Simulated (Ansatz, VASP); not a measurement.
Ti3Al: VASP beside Ansatz

INCAR

```
ALGO = Fast
EDIFF = 1E-6
ENCUT = 520
GGA = PS
ISIF = 2
ISMEAR = 0
LASPH = True
LCHARG = False
LREAL = False
LWAVE = False
NBANDS = 28
NELM = 60
PREC = Accurate
SIGMA = 0.15
```

KPOINTS

```
k-points
0
Gamma
  15 15 6
```

The input POSCAR:

```
Ti3Al
1.0
    2.8954756449      0.0000000000      0.0000000000
   -1.4477378224      2.5075554645      0.0000000000
    0.0000000000      0.0000000000      9.1383350122
Ti Al
3 1
Direct
    0.6666666667      0.3333333333      0.0000000000
    0.3333333333      0.6666666667      0.7511732072
    0.3333333333      0.6666666667      0.2488267928
    0.6666666667      0.3333333333      0.5000000000
```

Input for Ansatz:

```yaml
crystal:
  lattice:
    - [2.8954756449, 0.0, 0.0]
    - [-1.4477378224, 2.5075554645, 0.0]
    - [0.0, 0.0, 9.1383350122]
  atoms:
    - { symbol: Ti, position: [0.6666666667, 0.3333333333, 0.0] }
    - { symbol: Ti, position: [0.3333333333, 0.6666666667, 0.7511732072] }
    - { symbol: Ti, position: [0.3333333333, 0.6666666667, 0.2488267928] }
    - { symbol: Al, position: [0.6666666667, 0.3333333333, 0.5] }
basis:
  ecutwfc: 520.0
kpoints:
  mp_grid: { grid: [15, 15, 6] }
hamiltonian:
  xc: pbesol
  pseudopotentials: { kind: paw, azcp: { folder: soft_1 } }
scf:
  occupations: { method: gaussian, width: 0.15 }
output:
  forces: true
  stress: true
  eigenvalues: true
```

Alike in both runs: task single point; functional PBEsol; k mesh 15 × 15 × 6; occupations gaussian, width 0.15 eV; no spin polarisation.

```csv
,VASP,Ansatz
version,VASP 6.6.1,Ansatz 0.2.0
potentials or method,"VASP PAW PBE potentials, release 64 (Ti_sv, Al), cutoff 520 eV","scalar-relativistic, plane waves, PAW"
valence electrons in the cell,39,39
```

|  | VASP | Ansatz | Ansatz less VASP |
| --- | --- | --- | --- |
| gap on the k mesh at the Fermi level (eV) | none | none | - |
| pressure (GPa) | -0.1 | 0.0 | +0.14 |
| traceless stress, the component that is largest in VASP (GPa) | 0.07 | 0.01 | -0.062 |
| rms of the force components (eV/Å) | 0.006 | 0.000 | -0.0060 |

VASP's potentials were made for PBE, not for PBEsol, and Ansatz warns of the same on its side. Atom by atom the forces differ by 0.006 eV/Å (rms over components). A gap of «none» marks a metal or a gap that the smearing closes.
